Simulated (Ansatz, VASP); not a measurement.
**BeTe in VASP and in Ansatz**

File INCAR:

```
ALGO = Normal ; EDIFF = 1E-6
EDIFFG = -0.04 ; ENCUT = 600
GGA = PE ; IBRION = 2
ISIF = 3 ; ISMEAR = 0
LASPH = T ; LCHARG = F
LREAL = F ; LWAVE = F
NELM = 100 ; NSW = 90
PREC = Accurate ; SIGMA = 0.1
```

KPOINTS

```
k-points
0
Gamma
  4 4 6
```

Contents of POSCAR:

```
BeTe
1.0
    6.3890996900      0.0000000000      0.0000000000
    0.0000000000      6.3890996900      0.0000000000
    0.0000000000      0.0000000000      3.4878910400
Be Te
4 4
Direct
    0.6692432600      0.6692432600      0.5000000000
    0.1692432600      0.8307567400      0.2500000000
    0.3307567400      0.3307567400      0.0000000000
    0.8307567400      0.1692432600      0.7500000000
    0.8307567400      0.8307567400      0.0000000000
    0.3307567400      0.6692432600      0.7500000000
    0.1692432600      0.1692432600      0.5000000000
    0.6692432600      0.3307567400      0.2500000000
```

Input for Ansatz:

```yaml
crystal:
  lattice:
    - [6.38909969, 0.0, 0.0]
    - [0.0, 6.38909969, 0.0]
    - [0.0, 0.0, 3.48789104]
  atoms:
    - { symbol: Be, position: [0.66924326, 0.66924326, 0.5] }
    - { symbol: Be, position: [0.16924326, 0.83075674, 0.25] }
    - { symbol: Be, position: [0.33075674, 0.33075674, 0.0] }
    - { symbol: Be, position: [0.83075674, 0.16924326, 0.75] }
    - { symbol: Te, position: [0.83075674, 0.83075674, 0.0] }
    - { symbol: Te, position: [0.33075674, 0.66924326, 0.75] }
    - { symbol: Te, position: [0.16924326, 0.16924326, 0.5] }
    - { symbol: Te, position: [0.66924326, 0.33075674, 0.25] }
basis:
  ecutwfc: 420
kpoints:
  mp_grid: { grid: [4, 4, 6] }
hamiltonian:
  xc: pbe
scf:
  occupations: { method: gaussian, width: 0.1 }
  lower_state_search: "off"
output:
  forces: true
  stress: true
  eigenvalues: true
relax:
  adjacent_minimum: "off"
  f_tol: 0.04
  max_steps: 70
  cell: { stress_tol: 0.4 }
```

Alike in both runs: task relaxation of cell and atoms; functional PBE; k mesh 4 × 4 × 6; occupations gaussian, width 0.1 eV; no spin polarisation.

|  | VASP | Ansatz |
| --- | --- | --- |
| version | VASP 6.6.1 | Ansatz 0.2.0 |
| potentials or method | VASP PAW PBE potentials, release 64 (Be, Te), cutoff 600 eV | scalar-relativistic, plane waves, PAW |
| valence electrons in the cell | 32 | 72 |

Ansatz gave:

```
gap on the k mesh at the Fermi level, each at its own relaxed structure (eV) : 1.32
relaxed volume (Å³/atom)                                                     : 22.70
relaxed length of the cell vector where the two differ most in proportion (Å)              : 6.864
```

Which values does VASP return?

gap on the k mesh at the Fermi level, each at its own relaxed structure (eV): 1.30; relaxed volume (Å³/atom): 22.82; relaxed length of the cell vector where the two differ most in proportion (Å): 6.884.

VASP's potentials hold 32 valence electrons a cell and Ansatz's 72, so a difference there can come from the potentials and not from the codes.

Spin-orbit coupling is off throughout. Noted on VASP's run: the volume moved by over 15 % at a fixed basis, so the end points are rough.
